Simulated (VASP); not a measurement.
# Ti5N6 in VASP: a series of runs

Ti5N6 is run at these levels: PBEsol; tasks: single point.

Program: VASP 6.6.1. These are calculated values, not measurements. Logs are shortened: lines on timing, memory, paths and dates and some standing lists are left out, and cuts for length are marked.

### 1 The cell of the first run

The cell holds a slab with vacuum, 11 atoms: a = 2.973 Å, b = 2.973 Å, c = 27.136 Å, α = 90.00°, β = 90.00°, γ = 120.00°.

### 2 Single point, PBEsol

INCAR

```
PREC = Accurate
ENCUT = 520
EDIFF = 1E-6
ISMEAR = 0
SIGMA = 0.1
LREAL = False
LASPH = True
NELM = 60
ALGO = Normal
ISIF = 2
LWAVE = False
LCHARG = True
LDIPOL = True
IDIPOL = 3
DIPOL = 0.5 0.5 0.500
GGA = PS
LELF = True
LVHAR = True
LVACPOTAV = True
NBANDS = 56
```

KPOINTS

```
Automatic mesh
0
Gamma
  12 12 1
```

POSCAR

```
Ti5N6
1.0
    2.9726300476      0.0000000000      0.0000000000
   -1.4863150238      2.5743731373      0.0000000000
    0.0000000000      0.0000000000     27.1357113512
N Ti
6 5
Direct
    0.3333333333      0.6666666667      0.2763885532
    0.0000000000      0.0000000000      0.3658331319
    0.6666666667      0.3333333333      0.4552777106
    0.3333333333      0.6666666667      0.5447222894
    0.0000000000      0.0000000000      0.6341668681
    0.6666666667      0.3333333333      0.7236114468
    0.6666666667      0.3333333333      0.3211108425
    0.3333333333      0.6666666667      0.4105554213
    0.0000000000      0.0000000000      0.5000000000
    0.6666666667      0.3333333333      0.5894445787
    0.3333333333      0.6666666667      0.6788891575
```

Potentials or basis: VASP PAW PBE potentials, release 64 (N, Ti_sv).

Started as:

```console
$ cat potpaw_PBE.64/N/POTCAR potpaw_PBE.64/Ti_sv/POTCAR > POTCAR
$ mpirun -np 1 vasp_std > vasp.out
```

OUTCAR:

```text
PREC = Accurate
   ENCUT = 520
   EDIFF = 1E-6
   ISMEAR = 0
   LREAL = False
   LASPH = True
   NELM = 60
   ISIF = 2
   GGA = PS

 ion  position               nearest neighbor table
   1  0.333  0.667  0.276-   7 2.10   7 2.10   7 2.10
   2  0.000  0.000  0.366-   7 2.10   8 2.10   7 2.10   8 2.10   7 2.10   8 2.10
   3  0.667  0.333  0.455-   8 2.10   8 2.10   8 2.10   9 2.10   9 2.10   9 2.10
   4  0.333  0.667  0.545-  10 2.10  10 2.10  10 2.10   9 2.10   9 2.10   9 2.10
   5  0.000  0.000  0.634-  11 2.10  10 2.10  11 2.10  10 2.10  11 2.10  10 2.10
   6  0.667  0.333  0.724-  11 2.10  11 2.10  11 2.10
   7  0.667  0.333  0.321-   1 2.10   1 2.10   1 2.10   2 2.10   2 2.10   2 2.10
   8  0.333  0.667  0.411-   3 2.10   3 2.10   3 2.10   2 2.10   2 2.10   2 2.10
   9  0.000  0.000  0.500-   3 2.10   4 2.10   3 2.10   4 2.10   3 2.10   4 2.10
  10  0.667  0.333  0.589-   4 2.10   4 2.10   4 2.10   5 2.10   5 2.10   5 2.10
  11  0.333  0.667  0.679-   6 2.10   6 2.10   6 2.10   5 2.10   5 2.10   5 2.10

  LATTYP: Found a hexagonal cell.
 ALAT       =     2.9726300476
 C/A-ratio  =     9.1285194985

  Lattice vectors:

 A1 = (   2.9726300476,   0.0000000000,   0.0000000000)
 A2 = (  -1.4863150238,   2.5743731373,   0.0000000000)
 A3 = (   0.0000000000,   0.0000000000,  27.1357113512)

Analysis of symmetry for initial positions (statically):
=====================================================================
 Subroutine PRICEL returns:
 Original cell was already a primitive cell.

 Routine SETGRP: Setting up the symmetry group for a
 hexagonal supercell.

 Subroutine GETGRP returns: Found 12 space group operations
 (whereof 12 operations were pure point group operations)
 out of a pool of 24 trial point group operations.

The static configuration has the point symmetry D_3d.

Analysis of symmetry for dynamics (positions and initial velocities):
=====================================================================
 Subroutine PRICEL returns:
 Original cell was already a primitive cell.

 Routine SETGRP: Setting up the symmetry group for a
 hexagonal supercell.

 Subroutine GETGRP returns: Found 12 space group operations
 (whereof 12 operations were pure point group operations)
 out of a pool of 24 trial point group operations.

The dynamic configuration has the point symmetry D_3d.

 Subroutine INISYM returns: Found 12 space group operations
 (whereof 12 operations are pure point group operations),
 and found     1 'primitive' translations

----------------------------------------------------------------------------------------

                                     Primitive cell

  volume of cell :     207.6603

  direct lattice vectors                    reciprocal lattice vectors
     2.972630048  0.000000000  0.000000000     0.336402440  0.194222039  0.000000000
    -1.486315024  2.574373137  0.000000000     0.000000000  0.388444078  0.000000000
     0.000000000  0.000000000 27.135711351     0.000000000  0.000000000  0.036851807

  length of vectors
     2.972630048  2.972630048 27.135711351     0.388444078  0.388444078  0.036851807

  position of ions in fractional coordinates (direct lattice)
     0.333333333  0.666666667  0.276388553
     0.000000000  0.000000000  0.365833132
     0.666666667  0.333333333  0.455277711
     0.333333333  0.666666667  0.544722289
     0.000000000  0.000000000  0.634166868
     0.666666667  0.333333333  0.723611447
     0.666666667  0.333333333  0.321110842
     0.333333333  0.666666667  0.410555421
     0.000000000  0.000000000  0.500000000
     0.666666667  0.333333333  0.589444579
     0.333333333  0.666666667  0.678889158

  ion indices of the primitive-cell ions
   primitive index   ion index
                 1           1
                 2           2
                 3           3
                 4           4
                 5           5
                 6           6
                 7           7
                 8           8
                 9           9
                10          10
                11          11

----------------------------------------------------------------------------------------

 KPOINTS: Automatic mesh

Automatic generation of k-mesh.
 Grid dimensions read from file:
 generate k-points for:   12   12    1

 Generating k-lattice:

  Cartesian coordinates                     Fractional coordinates (reciprocal lattice)
     0.028033537  0.016185170  0.000000000     0.083333333  0.000000000  0.000000000
     0.000000000  0.032370340  0.000000000     0.000000000  0.083333333  0.000000000
     0.000000000  0.000000000  0.036851807     0.000000000  0.000000000  1.000000000

  Length of vectors
     0.032370340  0.032370340  0.036851807

  Shift w.r.t. Gamma in fractional coordinates (k-lattice)
     0.000000000  0.000000000  0.000000000

 Subroutine IBZKPT returns following result:
 ===========================================

 Found     19 irreducible k-points:

 Following reciprocal coordinates:
            Coordinates               Weight
  0.000000  0.000000  0.000000      1.000000
  0.083333  0.000000  0.000000      6.000000
  0.166667  0.000000  0.000000      6.000000
  0.250000  0.000000  0.000000      6.000000
  0.333333 -0.000000  0.000000      6.000000
  0.416667 -0.000000  0.000000      6.000000
[... 11 lines left out ...]
  0.333333  0.250000  0.000000     12.000000
  0.333333  0.333333  0.000000      2.000000
   k-points           NKPTS =     19   k-points in BZ     NKDIM =     19   number of bands    NBANDS=     56
   number of dos      NEDOS =    301   number of ions     NIONS =     11
   total plane-waves  NPLWV = 120960
   dimension x,y,z NGX =    24 NGY =   24 NGZ =  210
   dimension x,y,z NGXF=    48 NGYF=   48 NGZF=  420
   ions per type =               6   5
   NGX,Y,Z   is equivalent  to a cutoff of  13.42, 13.42, 12.87 a.u.
   NGXF,Y,Z  is equivalent  to a cutoff of  26.84, 26.84, 25.73 a.u.
 SYSTEM =  unknown system
   PREC   = accura    normal or accurate (medium, high low for compatibility)
   ISTART =      0    job   : 0-new  1-cont  2-samecut
   ICHARG =      2    charge: 1-file 2-atom 10-const
   ISPIN  =      1    spin polarized calculation?
   LNONCOLLINEAR =      F non collinear calculations
   LSORBIT =      F    spin-orbit coupling
   LASPH  =      T    aspherical Exc in radial PAW
   ENCUT  =  520.0 eV  38.22 Ry    6.18 a.u.   5.53  5.53 50.45*2*pi/ulx,y,z
   NELM   =     60;   NELMIN=  2; NELMDL= -5     # of ELM steps
   EDIFF  = 0.1E-05   stopping-criterion for ELM
   LREAL  =      F    real-space projection
   EDIFFG = 0.1E-04   stopping-criterion for IOM
   NSW    =      0    number of steps for IOM
   IBRION =     -1    ionic relax: 0-MD 1-quasi-New 2-CG
   NFREE  =      0    steps in history (QN), initial steepest desc. (CG)
   ISIF   =      2    stress and relaxation
   ISYM   =      2    0-nonsym 1-usesym 2-fastsym
   POTIM  = 0.5000    time-step for ionic-motion
   TEBEG  =    0.0;   TEEND  =   0.0 temperature during run
   PSTRESS=    0.0 pullay stress
   NELECT =      90.0000    total number of electrons
   NUPDOWN=      -1.0000    fix difference up-down
   EMIN   =  10.00;   EMAX   =-10.00  energy-range for DOS
   EFERMI =   0.00;   METHOD = LEGACY
   ISMEAR =     0;   SIGMA  =   0.10  broadening in eV -4-tet -1-fermi 0-gaus
   EFERMI_NEDOS =   21; number of points for ismear=-14 and -15
   IALGO  =     38    algorithm
   IMIX   =      4    mixing-type and parameters
     AMIX     =   0.40;   BMIX     =  1.00
     AMIX_MAG =   1.60;   BMIX_MAG =  1.00
  volume/ion in A,a.u.               =      18.88       127.40
  Fermi-wavevector in a.u.,A,eV,Ry     =   1.238904  2.341190 20.883368  1.534884
  Thomas-Fermi vector in A             =   2.373410
   LORBIT       =      0    0 simple, 1 ext, 2 COOP (PROOUT), +10 PAW based schemes
   GGA     = PS    functional components
   LHFCALC =     F    Hartree Fock is set to
   AEXX    =    0.0000 exact exchange contribution
   IVDW    =     0    specifies the selected vdW correction
   LEPSILON=     F    determine dielectric tensor
   LRPA    =     F    only Hartree local field effects (RPA)
 non-spin polarized calculation
 Gauss-broadening in eV      SIGMA  =   0.10
  energy-cutoff  :      520.00
  volume of cell :      207.66
 maximum number of plane-waves:      5693
 NGX is ok and might be reduce to    24
   NGX = 11   NGY = 11   NGZ =101

 number of electron      90.0000019 magnetization

 dipolmoment           0.000000      0.000000     -0.000000 electrons x Angstroem

 Free energy of the ion-electron system (eV)
  ---------------------------------------------------
  ext. energy  EPLUGINS =         0.00000000
  ---------------------------------------------------
  free energy    TOTEN  =      -108.14415600 eV

  energy without entropy =     -108.11969477  energy(sigma->0) =     -108.13192538

 E-fermi :   0.8818     XC(G=0):  -7.0546

 val. band max:        0.8159805876   @ k =   0.1667   0.0000   0.0000
 cond. band min:       0.8969962510   @ k =   0.3333  -0.0000   0.0000
 fundamental gap:      0.0810156634
 Fermi energy:         0.8817810128

 k-point     1 :       0.0000    0.0000    0.0000
  band No.  band energies     occupation
      1     -56.6661      2.00000
      2     -56.6194      2.00000
      3     -56.5855      2.00000
      4     -55.4135      2.00000
      5     -55.4135      2.00000
      6     -33.3665      2.00000
[... 48 lines left out ...]
     55       2.6927      0.00000
     56       3.0801      0.00000

 k-point     2 :       0.0833    0.0000    0.0000
  band No.  band energies     occupation
      1     -56.6600      2.00000
      2     -56.6144      2.00000
      3     -56.5817      2.00000
      4     -55.4087      2.00000
      5     -55.4087      2.00000
      6     -33.3513      2.00000
[... 48 lines left out ...]
     55       2.7736      0.00000
     56       3.0786      0.00000

 k-point     3 :       0.1667    0.0000    0.0000
  band No.  band energies     occupation
      1     -56.6429      2.00000
      2     -56.6009      2.00000
      3     -56.5717      2.00000
      4     -55.3956      2.00000
      5     -55.3956      2.00000
      6     -33.3098      2.00000
[... 877 lines left out ...]
 k-point    18 :       0.3333    0.2500    0.0000
  band No.  band energies     occupation
      1     -56.5539      2.00000
      2     -56.5380      2.00000
      3     -56.5352      2.00000
      4     -55.3348      2.00000
      5     -55.3348      2.00000
      6     -33.3028      2.00000
[... 48 lines left out ...]
     55       3.6856      0.00000
     56       4.1029      0.00000

 k-point    19 :       0.3333    0.3333    0.0000
  band No.  band energies     occupation
      1     -56.5486      2.00000
      2     -56.5355      2.00000
      3     -56.5355      2.00000
      4     -55.3324      2.00000
      5     -55.3324      2.00000
      6     -33.2366      2.00000
[... 48 lines left out ...]
     55       3.8236      0.00000
     56       4.1025      0.00000

------------------------ aborting loop because EDIFF is reached ----------------------------------------

  FORCE on cell =-STRESS in cart. coord.  units (eV):
  Direction    XX          YY          ZZ          XY          YZ          ZX
  --------------------------------------------------------------------------------------
  -------------------------------------------------------------------------------------
  Total       -2.1705734     -2.1705734     -6.7197144      0.0000000      0.0000000      0.0000000
  in kB      -16.7467870    -16.7467870    -51.8451132      0.0000000      0.0000000      0.0000000
  external PRESSURE =     -28.4462291 kB  Pullay stress =       0.0000000 kB

 VOLUME and BASIS-vectors are now :
 -----------------------------------------------------------------------------
  energy-cutoff  :      520.00
  volume of cell :      207.66
      direct lattice vectors                 reciprocal lattice vectors
     2.972630048  0.000000000  0.000000000     0.336402440  0.194222039  0.000000000
    -1.486315024  2.574373137  0.000000000     0.000000000  0.388444078  0.000000000
     0.000000000  0.000000000 27.135711351     0.000000000  0.000000000  0.036851807

 POSITION                                       TOTAL-FORCE (eV/Angst)
 -----------------------------------------------------------------------------------
     -0.00000      1.71625      7.50000         0.000000     -0.000000      4.395882
      0.00000      0.00000      9.92714         0.000000     -0.000000      1.183982
      1.48632      0.85812     12.35428         0.000000      0.000000     -0.085605
     -0.00000      1.71625     14.78143         0.000000     -0.000000      0.085605
      0.00000      0.00000     17.20857        -0.000000      0.000000     -1.183982
      1.48632      0.85812     19.63571         0.000000      0.000000     -4.395882
      1.48632      0.85812      8.71357         0.000000     -0.000000     -5.767052
     -0.00000      1.71625     11.14071        -0.000000      0.000000      0.177450
      0.00000      0.00000     13.56786         0.000000     -0.000000      0.000000
      1.48632      0.85812     15.99500         0.000000     -0.000000     -0.177450
     -0.00000      1.71625     18.42214        -0.000000      0.000000      5.767052
 -----------------------------------------------------------------------------------
    total drift:                               -0.000000     -0.000000     -0.000000

  FREE ENERGIE OF THE ION-ELECTRON SYSTEM (eV)
  ---------------------------------------------------
  free  energy   TOTEN  =      -108.1441559953 eV

  energy  without entropy=     -108.1196947676  energy(sigma->0) =     -108.13192538

 vacuum level on the upper side and lower side of the slab         8.985         8.985
```

Wall time 5.5 min (1 thread of Intel Xeon 6975P-C (Granite Rapids), shared host); peak memory 0.42 GiB.

Results:

| Property | Result |
| --- | --- |
| Free energy | -108.1442 eV |
| Largest force | 5.767 eV/Å |
| Band gap on the k mesh | zero (bands 45 and 46 overlap by 0.88 eV) |

Forces in eV/Å, atoms in the order of the input:
```
N    0.000  0.000  4.396
N    0.000  0.000  1.184
N    0.000  0.000 -0.086
N    0.000  0.000  0.086
N    0.000  0.000 -1.184
N    0.000  0.000 -4.396
Ti   0.000  0.000 -5.767
Ti   0.000  0.000  0.177
Ti   0.000  0.000  0.000
Ti   0.000  0.000 -0.177
Ti   0.000  0.000  5.767
```

Levels at points of the mesh, in eV from the Fermi level:
```tsv
k point	band 42	band 43	band 44	band 45	band 46	band 47	band 48	band 49
(0.00, 0.00, 0.00)	-0.59	-0.11	-0.11	-0.10	-0.10	0.13	0.42	0.42
(0.50, 0.00, 0.00)	-1.57	-0.78	-0.41	-0.38	-0.09	0.77	1.83	1.87
```

Caveat: the PAW data sets were made with another functional, which shifts forces and pressure a little.

[end of part 1 of 2]
